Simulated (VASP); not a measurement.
Set up this calculation in VASP 6.6.1, as the native input.

```
Task                   : single point
Functional             : PBE
Potentials or basis    : VASP PAW PBE potentials, release 64 (I, Na_pv)
Cutoff                 : 520 eV
k mesh                 : 4 × 4 × 4
Occupations            : fermi-dirac, width 0.05 eV
Spin                   : no spin polarisation
Dipole correction      : no
Further INCAR settings : ALGO = Normal; EDIFF = 1e-06; NBANDS = 14
```

The structure of NaI lies in POSCAR:

```
NaI
1.0
    0.0000000000      3.2364000000      3.2364000000
    3.2364000000      0.0000000000      3.2364000000
    3.2364000000      3.2364000000      0.0000000000
I Na
1 1
Direct
    0.5000000000      0.5000000000      0.5000000000
    0.0000000000      0.0000000000      0.0000000000
```

These files were run (other wordings do the same):

INCAR

```
SYSTEM = NaI
PREC     = Accurate       ! precision mode
ENCUT    = 520            ! plane-wave cutoff, eV
EDIFF    = 1E-6           ! SCF threshold, eV
ISMEAR   = -1             ! smearing method
SIGMA    = 0.05           ! smearing width, eV
LREAL    = .False.        ! projectors in reciprocal space
LASPH    = .True.         ! aspherical terms in the spheres
NELM     = 80             ! most SCF steps
ALGO     = Normal         ! electronic algorithm
ISIF     = 2              ! what is computed and relaxed
LWAVE    = .False.        ! write WAVECAR
LCHARG   = .False.        ! write CHGCAR
GGA      = PE             ! functional
NBANDS   = 14             ! bands
```

KPOINTS

```
Automatic mesh
0
Gamma
  4 4 4
  0 0 0
```

Potentials or basis: VASP PAW PBE potentials, release 64 (I, Na_pv).

Run with:

```bash
$ cat potpaw_PBE.64/I/POTCAR potpaw_PBE.64/Na_pv/POTCAR > POTCAR
$ mpirun -np 1 vasp_std > vasp.out
```

Results of the run:

* Pressure: 0.5 GPa
* Band gap on the k mesh: 3.64 eV, direct

Caveat: the k points lie up to 0.42 Å⁻¹ apart; spin-orbit coupling is left out, which moves the levels of the heavy elements.

Wall time 6.7 s on 1 thread of AMD EPYC 7R13 Processor (Zen 3), with other jobs on the host, peak memory 0.17 GiB.
